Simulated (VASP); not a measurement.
# B (Im-3m) in VASP: further runs

The runs below take B through single point, with PBEsol.

All numbers are computed with VASP 6.6.1; they aren't measurements. Logs are shortened: lines on timing, memory, paths and dates and some standing lists are left out, and cuts for length are marked.

### Step 1. The cell of the first run

The structure is cubic, space group Im-3m (No. 229). The conventional cell has a = 1.916 Å, b = 1.916 Å, c = 1.916 Å, α = 90.00°, β = 90.00°, γ = 90.00°. Within 2.2 Å of B (site symmetry m-3m) lie 14 B at 1.66 to 1.92 Å.

This isn't the form of B at room conditions, which is rhombohedral.

### Step 2. Single point, PBEsol (3.52 Å³/atom)

INCAR reads:

```
SYSTEM = B
ALGO = Normal
EDIFF = 1E-7
ENCUT = 520
GGA = PS
ISIF = 2
ISMEAR = -1
LASPH = .True.
LCHARG = .False.
LREAL = .False.
LWAVE = .False.
NBANDS = 8
NELM = 60
PREC = Accurate
SIGMA = 0.08
```

KPOINTS reads:

```
k-points
0
Gamma
  25 25 25
  0 0 0
```

POSCAR reads:

```
B
1.0
   -0.9579214300      0.9579214300      0.9579214300
    0.9579214300     -0.9579214300      0.9579214300
    0.9579214300      0.9579214300     -0.9579214300
B
1
Direct
    0.0000000000      0.0000000000      0.0000000000
```

Potentials or basis: VASP PAW PBE potentials, release 64 (B).

Run with:

```bash
$ cat potpaw_PBE.64/B/POTCAR > POTCAR
$ mpirun -np 1 vasp_std > vasp.out
```

OUTCAR:

```text
SYSTEM = B
   EDIFF = 1E-7
   ENCUT = 520
   GGA = PS
   ISIF = 2
   ISMEAR = -1
   LASPH = .True.
   LREAL = .False.
   NELM = 60
   PREC = Accurate

 ion  position               nearest neighbor table
   1  0.000  0.000  0.000-

  LATTYP: Found a body centered cubic cell.
 ALAT       =     1.9158428600

  Lattice vectors:

 A1 = (  -0.9579214300,   0.9579214300,   0.9579214300)
 A2 = (   0.9579214300,  -0.9579214300,   0.9579214300)
 A3 = (   0.9579214300,   0.9579214300,  -0.9579214300)

Analysis of symmetry for initial positions (statically):
=====================================================================
 Subroutine PRICEL returns:
 Original cell was already a primitive cell.

 Routine SETGRP: Setting up the symmetry group for a
 body centered cubic supercell.

 Subroutine GETGRP returns: Found 48 space group operations
 (whereof 48 operations were pure point group operations)
 out of a pool of 48 trial point group operations.

The static configuration has the point symmetry O_h .

Analysis of symmetry for dynamics (positions and initial velocities):
=====================================================================
 Subroutine PRICEL returns:
 Original cell was already a primitive cell.

 Routine SETGRP: Setting up the symmetry group for a
 body centered cubic supercell.

 Subroutine GETGRP returns: Found 48 space group operations
 (whereof 48 operations were pure point group operations)
 out of a pool of 48 trial point group operations.

The dynamic configuration has the point symmetry O_h .

 Subroutine INISYM returns: Found 48 space group operations
 (whereof 48 operations are pure point group operations),
 and found     1 'primitive' translations

----------------------------------------------------------------------------------------

                                     Primitive cell

  volume of cell :       3.5160

  direct lattice vectors                    reciprocal lattice vectors
    -0.957921430  0.957921430  0.957921430     0.000000000  0.521963477  0.521963477
     0.957921430 -0.957921430  0.957921430     0.521963477  0.000000000  0.521963477
     0.957921430  0.957921430 -0.957921430     0.521963477  0.521963477  0.000000000

  length of vectors
     1.659168586  1.659168586  1.659168586     0.738167828  0.738167828  0.738167828

  position of ions in fractional coordinates (direct lattice)
     0.000000000  0.000000000  0.000000000

[... 69 lines left out ...]
   ISPIN  =      1    spin polarized calculation?
   LNONCOLLINEAR =      F non collinear calculations
   LSORBIT =      F    spin-orbit coupling
   LASPH  =      T    aspherical Exc in radial PAW
   ENCUT  =  520.0 eV  38.22 Ry    6.18 a.u.   3.08  3.08  3.08*2*pi/ulx,y,z
   NELM   =     60;   NELMIN=  2; NELMDL= -5     # of ELM steps
   EDIFF  = 0.1E-06   stopping-criterion for ELM
   LREAL  =      F    real-space projection
   EDIFFG = 0.1E-05   stopping-criterion for IOM
   NSW    =      0    number of steps for IOM
   IBRION =     -1    ionic relax: 0-MD 1-quasi-New 2-CG
   NFREE  =      0    steps in history (QN), initial steepest desc. (CG)
   ISIF   =      2    stress and relaxation
   ISYM   =      2    0-nonsym 1-usesym 2-fastsym
   POTIM  = 0.5000    time-step for ionic-motion
   TEBEG  =    0.0;   TEEND  =   0.0 temperature during run
   PSTRESS=    0.0 pullay stress
   NELECT =       3.0000    total number of electrons
   NUPDOWN=      -1.0000    fix difference up-down
   EMIN   =  10.00;   EMAX   =-10.00  energy-range for DOS
   EFERMI =   0.00;   METHOD = LEGACY
   ISMEAR =    -1;   SIGMA  =   0.08  broadening in eV -4-tet -1-fermi 0-gaus
   EFERMI_NEDOS =   21; number of points for ismear=-14 and -15
   IALGO  =     38    algorithm
   IMIX   =      4    mixing-type and parameters
     AMIX     =   0.40;   BMIX     =  1.00
     AMIX_MAG =   1.60;   BMIX_MAG =  1.00
  volume/ion in A,a.u.               =       3.52        23.73
  Fermi-wavevector in a.u.,A,eV,Ry     =   1.552740  2.934253 32.803660  2.411001
  Thomas-Fermi vector in A             =   2.657072
   LORBIT       =      0    0 simple, 1 ext, 2 COOP (PROOUT), +10 PAW based schemes
   GGA     = PS    functional components
   LHFCALC =     F    Hartree Fock is set to
   AEXX    =    0.0000 exact exchange contribution
   IVDW    =     0    specifies the selected vdW correction
   LEPSILON=     F    determine dielectric tensor
   LRPA    =     F    only Hartree local field effects (RPA)
 non-spin polarized calculation
  energy-cutoff  :      520.00
  volume of cell :        3.52
 maximum number of plane-waves:       103
   NGX =  7   NGY =  7   NGZ =  7

 number of electron       3.0000000 magnetization

 Free energy of the ion-electron system (eV)
  ---------------------------------------------------
  ext. energy  EPLUGINS =         0.00000000
  ---------------------------------------------------
  free energy    TOTEN  =        -3.51973645 eV

  energy without entropy =       -3.51801082  energy(sigma->0) =       -3.51887364

 E-fermi :  17.8645     XC(G=0): -15.3614

 val. band max:       17.8343551695   @ k =  -0.4000   0.4000   0.1600
 cond. band min:      17.9962202757   @ k =  -0.3600   0.4400   0.1600
 fundamental gap:      0.1618651062
 Fermi energy:        17.8645236493

 k-point     1 :       0.0000    0.0000    0.0000
  band No.  band energies     occupation
      1      -8.1100      2.00000
      2      43.3978      0.00000
      3      43.3978      0.00000
      4      43.3978      0.00000
      5      65.1850      0.00000
      6      65.1850      0.00000
      7      65.1850      0.00000
      8      69.8840      0.00000
[... 243 lines left out ...]
 k-point    24 :       0.4400    0.0400   -0.0000
  band No.  band energies     occupation
      1       2.7631      2.00000
      2      14.0905      2.00000
      3      31.7607      0.00000
      4      36.9192      0.00000
      5      48.6995      0.00000
      6      57.4596      0.00000
      7      73.2875      0.00000
      8      79.4800      0.00000

 [... further k-points ...]
[... 5 lines left out ...]
  --------------------------------------------------------------------------------------
  -------------------------------------------------------------------------------------
  Total        7.8640827      7.8640827      7.8640827      0.0000000      0.0000000     -0.0000000
  in kB     3583.5130918   3583.5130918   3583.5130918      0.0000000      0.0000000     -0.0000000
  external PRESSURE =    3583.5130918 kB  Pullay stress =       0.0000000 kB

 VOLUME and BASIS-vectors are now :
 -----------------------------------------------------------------------------
  energy-cutoff  :      520.00
  volume of cell :        3.52
      direct lattice vectors                 reciprocal lattice vectors
    -0.957921430  0.957921430  0.957921430     0.000000000  0.521963477  0.521963477
     0.957921430 -0.957921430  0.957921430     0.521963477  0.000000000  0.521963477
     0.957921430  0.957921430 -0.957921430     0.521963477  0.521963477  0.000000000

 POSITION                                       TOTAL-FORCE (eV/Angst)
 -----------------------------------------------------------------------------------
      0.00000      0.00000      0.00000         0.000000     -0.000000      0.000000
 -----------------------------------------------------------------------------------
    total drift:                               -0.000000      0.000000      0.000000

  FREE ENERGIE OF THE ION-ELECTRON SYSTEM (eV)
  ---------------------------------------------------
  free  energy   TOTEN  =        -3.5197364518 eV

  energy  without entropy=       -3.5180108215  energy(sigma->0) =       -3.51887364
```

OSZICAR:

```text
N       E                     dE             d eps       ncg     rms          rms(c)
DAV:   1    -0.164550985804E+01   -0.16455E+01   -0.19167E+03  8640   0.319E+02
DAV:   2    -0.355093749761E+01   -0.19054E+01   -0.17847E+01  9200   0.366E+01
DAV:   3    -0.355169328490E+01   -0.75579E-03   -0.75577E-03  8120   0.759E-01
DAV:   4    -0.355169329528E+01   -0.10378E-07   -0.10977E-07  9760   0.251E-03
DAV:   5    -0.355169329479E+01    0.48962E-09   -0.36385E-12  8168   0.954E-06    0.345E+00
DAV:   6    -0.353013286532E+01    0.21560E-01   -0.58547E-04  7488   0.215E-01    0.208E+00
DAV:   7    -0.351973736627E+01    0.10395E-01   -0.92539E-04  7696   0.265E-01    0.376E-02
DAV:   8    -0.351973650301E+01    0.86325E-06   -0.64839E-07  7728   0.753E-03    0.148E-02
DAV:   9    -0.351973645180E+01    0.51212E-07   -0.99705E-08  8704   0.257E-03
   1 F= -.35197365E+01 E0= -.35188736E+01  d E =-.172563E-02
```

Wall time 6.5 s (1 thread of Intel Xeon Platinum 8259CL at 2.50GHz (Skylake/Cascade Lake), shared host); peak memory 0.11 GiB.

What came out:

```yaml
Free_energy: -3.5197 eV
Pressure: 358.4 GPa
Band_gap_on_the_k_mesh: zero (an odd number of electrons rules out a gap without spin polarisation)
```

Levels at points of the mesh, in eV from the Fermi level:
```csv
k point,band 1,band 2,band 3,band 4
"(0.00, 0.00, 0.00)",-25.97,25.53,25.53,25.53
```

Caveat: the cell stands under pressure; the PAW data sets were made with another functional, which shifts forces and pressure a little.

### Step 3. Single point, PBEsol (3.52 Å³/atom)

INCAR reads:

```
PREC = Accurate
ENCUT = 520
EDIFF = 1E-6
ISMEAR = -1
SIGMA = 0.08
LREAL = F
LASPH = T
NELM = 60
ALGO = Normal
ISIF = 2
LWAVE = F
LCHARG = F
GGA = PS
NBANDS = 8
```

KPOINTS reads:

```
regular mesh
0
Gamma
  25 25 25
```

POSCAR is that of step 2.

Potentials or basis: VASP PAW PBE potentials, release 64 (B).

Run with:

```bash
$ cat potpaw_PBE.64/B/POTCAR > POTCAR
$ mpirun -np 1 vasp_std > vasp.out
```

Run time: 5.3 s. Hardware: 1 thread of Intel Xeon Platinum 8259CL at 2.50GHz (Skylake/Cascade Lake), shared host; peak memory 0.11 GiB.

It converged, with:

```
Free energy            : -3.5197 eV
Pressure               : 358.3 GPa
Band gap on the k mesh : zero (an odd number of electrons rules out a gap without spin polarisation)
```

Levels at points of the mesh, in eV from the Fermi level:
```csv
k point,band 1,band 2,band 3,band 4,band 5
"(0.00, 0.00, 0.00)",-25.97,25.53,25.53,25.53,47.32
```

Caveat: the cell stands under pressure; the PAW data sets were made with another functional, which shifts forces and pressure a little.

### Step 4. Single point, PBEsol (4.12 Å³/atom)

This run uses another cell than the first one, of 4.12 Å³/atom.

INCAR reads:

```
SYSTEM = B
  ALGO = Normal
  EDIFF = 1E-7
  ENCUT = 520
  GGA = PS
  ISIF = 2
  ISMEAR = -1
  LASPH = .TRUE.
  LCHARG = .FALSE.
  LREAL = .FALSE.
  LWAVE = .FALSE.
  NBANDS = 8
  NELM = 80
  PREC = Accurate
  SIGMA = 0.08
```

KPOINTS reads:

```
k-points
0
G
  25 25 25
  0 0 0
```

POSCAR reads:

```
B
1.0
   -1.0100825356      1.0100825356      1.0100825356
    1.0100825356     -1.0100825356      1.0100825356
    1.0100825356      1.0100825356     -1.0100825356
B
1
Direct
    0.0000000000      0.0000000000      0.0000000000
```

Potentials or basis: VASP PAW PBE potentials, release 64 (B).

Run with:

```bash
$ cat potpaw_PBE.64/B/POTCAR > POTCAR
$ mpirun -np 1 vasp_std > vasp.out
```

OUTCAR:

```text
SYSTEM = B
   EDIFF = 1E-7
   ENCUT = 520
   GGA = PS
   ISIF = 2
   ISMEAR = -1
   LASPH = .TRUE.
   LREAL = .FALSE.
   NELM = 80
   PREC = Accurate

 ion  position               nearest neighbor table
   1  0.000  0.000  0.000-

  LATTYP: Found a body centered cubic cell.
 ALAT       =     2.0201650712

  Lattice vectors:

 A1 = (  -1.0100825356,   1.0100825356,   1.0100825356)
 A2 = (   1.0100825356,  -1.0100825356,   1.0100825356)
 A3 = (   1.0100825356,   1.0100825356,  -1.0100825356)

Analysis of symmetry for initial positions (statically):
=====================================================================
 Subroutine PRICEL returns:
 Original cell was already a primitive cell.

 Routine SETGRP: Setting up the symmetry group for a
 body centered cubic supercell.

 Subroutine GETGRP returns: Found 48 space group operations
 (whereof 48 operations were pure point group operations)
 out of a pool of 48 trial point group operations.

The static configuration has the point symmetry O_h .

Analysis of symmetry for dynamics (positions and initial velocities):
=====================================================================
 Subroutine PRICEL returns:
 Original cell was already a primitive cell.

 Routine SETGRP: Setting up the symmetry group for a
 body centered cubic supercell.

 Subroutine GETGRP returns: Found 48 space group operations
 (whereof 48 operations were pure point group operations)
 out of a pool of 48 trial point group operations.

The dynamic configuration has the point symmetry O_h .

 Subroutine INISYM returns: Found 48 space group operations
 (whereof 48 operations are pure point group operations),
 and found     1 'primitive' translations

----------------------------------------------------------------------------------------

[... 110 lines left out ...]
     AMIX_MAG =   1.60;   BMIX_MAG =  1.00
  volume/ion in A,a.u.               =       4.12        27.82
  Fermi-wavevector in a.u.,A,eV,Ry     =   1.472556  2.782727 29.503148  2.168420
  Thomas-Fermi vector in A             =   2.587556
   LORBIT       =      0    0 simple, 1 ext, 2 COOP (PROOUT), +10 PAW based schemes
   GGA     = PS    functional components
   LHFCALC =     F    Hartree Fock is set to
   AEXX    =    0.0000 exact exchange contribution
   IVDW    =     0    specifies the selected vdW correction
   LEPSILON=     F    determine dielectric tensor
   LRPA    =     F    only Hartree local field effects (RPA)
 non-spin polarized calculation
  energy-cutoff  :      520.00
  volume of cell :        4.12
 maximum number of plane-waves:       135
 NGX is ok and might be reduce to    14
   NGX =  7   NGY =  7   NGZ =  7

 number of electron       3.0000000 magnetization

 Free energy of the ion-electron system (eV)
  ---------------------------------------------------
  ext. energy  EPLUGINS =         0.00000000
  ---------------------------------------------------
  free energy    TOTEN  =        -4.53166455 eV

  energy without entropy =       -4.52962756  energy(sigma->0) =       -4.53064606

 E-fermi :  15.3958     XC(G=0): -14.6113

 val. band max:       15.3805773449   @ k =   0.2400   0.2000   0.2000
 cond. band min:      15.4055640574   @ k =   0.2400   0.1600   0.1600
 fundamental gap:      0.0249867125
 Fermi energy:        15.3958408754

 k-point     1 :       0.0000    0.0000    0.0000
  band No.  band energies     occupation
      1      -8.3610      2.00000
      2      37.5926      0.00000
      3      37.5926      0.00000
      4      37.5926      0.00000
      5      58.2262      0.00000
      6      58.2262      0.00000
      7      58.2262      0.00000
      8      62.6774      0.00000
[... 243 lines left out ...]
 k-point    24 :       0.4400    0.0400    0.0000
  band No.  band energies     occupation
      1       2.0098      2.00000
      2      11.5072      2.00000
      3      27.4975      0.00000
      4      32.2457      0.00000
      5      43.5241      0.00000
      6      50.3580      0.00000
      7      65.3401      0.00000
      8      70.5488      0.00000

 [... further k-points ...]

------------------------ aborting loop because EDIFF is reached ----------------------------------------

  FORCE on cell =-STRESS in cart. coord.  units (eV):
  Direction    XX          YY          ZZ          XY          YZ          ZX
  --------------------------------------------------------------------------------------
  -------------------------------------------------------------------------------------
  Total        4.9338755      4.9338755      4.9338755     -0.0000000      0.0000000      0.0000000
  in kB     1917.6449184   1917.6449184   1917.6449184     -0.0000000      0.0000000      0.0000000
  external PRESSURE =    1917.6449184 kB  Pullay stress =       0.0000000 kB

 VOLUME and BASIS-vectors are now :
 -----------------------------------------------------------------------------
  energy-cutoff  :      520.00
  volume of cell :        4.12
      direct lattice vectors                 reciprocal lattice vectors
    -1.010082536  1.010082536  1.010082536     0.000000000  0.495009054  0.495009054
     1.010082536 -1.010082536  1.010082536     0.495009054  0.000000000  0.495009054
     1.010082536  1.010082536 -1.010082536     0.495009054  0.495009054  0.000000000

 POSITION                                       TOTAL-FORCE (eV/Angst)
 -----------------------------------------------------------------------------------
      0.00000      0.00000      0.00000         0.000000      0.000000     -0.000000
 -----------------------------------------------------------------------------------
    total drift:                               -0.000000     -0.000000      0.000000

  FREE ENERGIE OF THE ION-ELECTRON SYSTEM (eV)
  ---------------------------------------------------
  free  energy   TOTEN  =        -4.5316645543 eV

  energy  without entropy=       -4.5296275613  energy(sigma->0) =       -4.53064606
```

OSZICAR:

```text
N       E                     dE             d eps       ncg     rms          rms(c)
DAV:   1    -0.261867940370E+01   -0.26187E+01   -0.18211E+03  8440   0.312E+02
DAV:   2    -0.454890906713E+01   -0.19302E+01   -0.18803E+01  9232   0.367E+01
DAV:   3    -0.454995216003E+01   -0.10431E-02   -0.10431E-02  8296   0.896E-01
DAV:   4    -0.454995218044E+01   -0.20411E-07   -0.20272E-07  9776   0.340E-03
DAV:   5    -0.454995217973E+01    0.71083E-09   -0.67641E-12  8272   0.123E-05    0.276E+00
DAV:   6    -0.453766177516E+01    0.12290E-01   -0.32787E-04  7488   0.152E-01    0.166E+00
DAV:   7    -0.453166481933E+01    0.59970E-02   -0.56463E-04  7656   0.198E-01    0.283E-02
DAV:   8    -0.453166462036E+01    0.19897E-06   -0.52923E-07  7808   0.710E-03    0.111E-02
DAV:   9    -0.453166455429E+01    0.66066E-07   -0.54095E-08  7680   0.192E-03
   1 F= -.45316646E+01 E0= -.45306461E+01  d E =-.203699E-02
```

It took 8.9 s on 1 thread of Intel Xeon Platinum 8259CL at 2.50GHz (Skylake/Cascade Lake), shared host; peak memory 0.11 GiB.

What came out:

```yaml
Free_energy: -4.5317 eV
Pressure: 191.8 GPa
Band_gap_on_the_k_mesh: zero (an odd number of electrons rules out a gap without spin polarisation)
```

Caveat: the cell stands under pressure; the PAW data sets were made with another functional, which shifts forces and pressure a little.

(Continued in part 2 of 2.)
